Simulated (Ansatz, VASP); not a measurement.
## Al3GaN4 in VASP and in Ansatz

INCAR

```
SYSTEM = Al3GaN4
ALGO = Normal ; EDIFF = 1E-6
ENCUT = 520 ; GGA = PS
ISIF = 2 ; ISMEAR = 0
LASPH = .True. ; LCHARG = .False.
LREAL = .False. ; LWAVE = .False.
NBANDS = 31 ; NELM = 60
PREC = Accurate ; SIGMA = 0.05
```

KPOINTS

```
k-points
0
Gamma
  6 6 6
  0 0 0
```

The input POSCAR:

```
Al3GaN4
1.0
    4.4069948390      0.0000000000     -0.2203497420
    0.0000000000      4.4069948390      0.0000000000
   -0.2203497420      0.0000000000      4.4069948390
Al Ga N
3 1 4
Direct
    0.5000000000      0.5000000000      0.0000000000
    0.5000000000      0.0000000000      0.5000000000
    0.0000000000      0.5000000000      0.5000000000
    0.0000000000      0.0000000000      0.0000000000
    0.7447077168      0.7447077168      0.2552922832
    0.7447077168      0.2552922832      0.7447077168
    0.2552922832      0.7447077168      0.7447077168
    0.2552922832      0.2552922832      0.2552922832
```

Input for Ansatz:

```yaml
crystal:
  lattice:
    - [4.406994839, 0.0, -0.220349742]
    - [0.0, 4.406994839, 0.0]
    - [-0.220349742, 0.0, 4.406994839]
  atoms:
    - { symbol: Al, position: [0.5, 0.5, 0.0] }
    - { symbol: Al, position: [0.5, 0.0, 0.5] }
    - { symbol: Al, position: [0.0, 0.5, 0.5] }
    - { symbol: Ga, position: [0.0, 0.0, 0.0] }
    - { symbol: "N", position: [0.7447077168, 0.7447077168, 0.2552922832] }
    - { symbol: "N", position: [0.7447077168, 0.2552922832, 0.7447077168] }
    - { symbol: "N", position: [0.2552922832, 0.7447077168, 0.7447077168] }
    - { symbol: "N", position: [0.2552922832, 0.2552922832, 0.2552922832] }
basis:
  ecutwfc: 420
kpoints:
  mp_grid: { grid: [6, 6, 6] }
hamiltonian:
  xc: pbesol
scf:
  occupations: { method: gaussian, width: 0.05 }
output:
  forces: true
  stress: true
  eigenvalues: true
```

Change from the starting cell: strain -0.1000 x Voigt [0, 0, 0, 0, 1, 0], atoms carried along.

Alike in both runs: task single point; functional PBEsol; k mesh 6 × 6 × 6; occupations gaussian, width 0.05 eV; no spin polarisation.

```csv
,VASP,Ansatz
version,VASP 6.6.1,Ansatz 0.2.0
potentials or method,"VASP PAW PBE potentials, release 64 (Al, Ga_d, N), cutoff 520 eV","scalar-relativistic, plane waves, PAW"
valence electrons in the cell,42,42
```

VASP gave:

| Property | Result |
| --- | --- |
| gap on the k mesh at the Fermi level (eV) | 2.78 |
| least direct gap on the mesh (eV) | 2.78 |
| pressure (GPa) | 2.5 |
| traceless stress, the component that is largest in VASP (GPa) | 21.74 |
| rms of the force components (eV/Å) | 0.533 |

Estimate Ansatz's values.

gap on the k mesh at the Fermi level (eV): 2.79; least direct gap on the mesh (eV): 2.79; pressure (GPa): 2.6; traceless stress, the component that is largest in VASP (GPa): 21.54; rms of the force components (eV/Å): 0.528.

VASP's potentials were made for PBE, not for PBEsol. Atom by atom the forces differ by 0.012 eV/Å (rms over components).
